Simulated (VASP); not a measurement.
Input of a VASP 6.6.1 run:

The input POSCAR:

```
CdSe
1.0
    0.0000000000      2.8689794091      2.8689794091
    2.8689794091      0.0000000000      2.8689794091
    2.8689794091      2.8689794091      0.0000000000
Cd Se
1 1
Direct
    0.0000000000      0.0000000000      0.0000000000
    0.5000000000      0.5000000000      0.5000000000
```

INCAR.step1

```
SYSTEM = CdSe
ALGO = Normal
EDIFF = 1E-4
ENCUT = 600
GGA = PE
ISMEAR = -1
LASPH = .TRUE.
LCHARG = .FALSE.
LREAL = .FALSE.
LWAVE = .TRUE.
NELM = 80
PREC = Accurate
SIGMA = 0.02
```

File INCAR.step2:

```
SYSTEM = CdSe
ALGO = Normal
EDIFF = 1E-6
EDIFFG = -0.005
ENCUT = 600
IBRION = 2
ISIF = 3
ISMEAR = -1
ISTART = 1
LASPH = .TRUE.
LCHARG = .FALSE.
LMIXTAU = .TRUE.
LREAL = .FALSE.
LWAVE = .FALSE.
METAGGA = R2SCAN
NELM = 80
NSW = 80
PREC = Accurate
SIGMA = 0.02
```

KPOINTS

```
k-points
0
G
  8 8 8
  0 0 0
```

Potentials or basis: VASP PAW PBE potentials, release 64 (Cd, Se).

Launch:

```bash
$ cat potpaw_PBE.64/Cd/POTCAR potpaw_PBE.64/Se/POTCAR > POTCAR
$ cp INCAR.step1 INCAR
$ mpirun -np 1 vasp_std > vasp.out
$ cp INCAR.step2 INCAR
$ mpirun -np 1 vasp_std > vasp.out
```

Question: Predict the relaxed volume.

Answer: 23.08 Å³/atom.

Question: What does it give for the relaxed cell?

Answer: a = 4.026 Å, b = 4.026 Å, c = 4.026 Å, α = 60.00°, β = 60.00°, γ = 60.00°.

Question: Estimate the space group after relaxing (to 0.1 Å).

Answer: Fm-3m (No. 225).

Final structure:
```
CELL_PARAMETERS angstrom
0.00000 2.84696 2.84696
2.84696 0.00000 2.84696
2.84696 2.84696 0.00000
ATOMIC_POSITIONS crystal
Cd 0.00000 0.00000 0.00000
Se 0.50000 0.50000 0.50000
```

Caveat: the PAW data sets were made with another functional, which shifts forces and pressure a little.
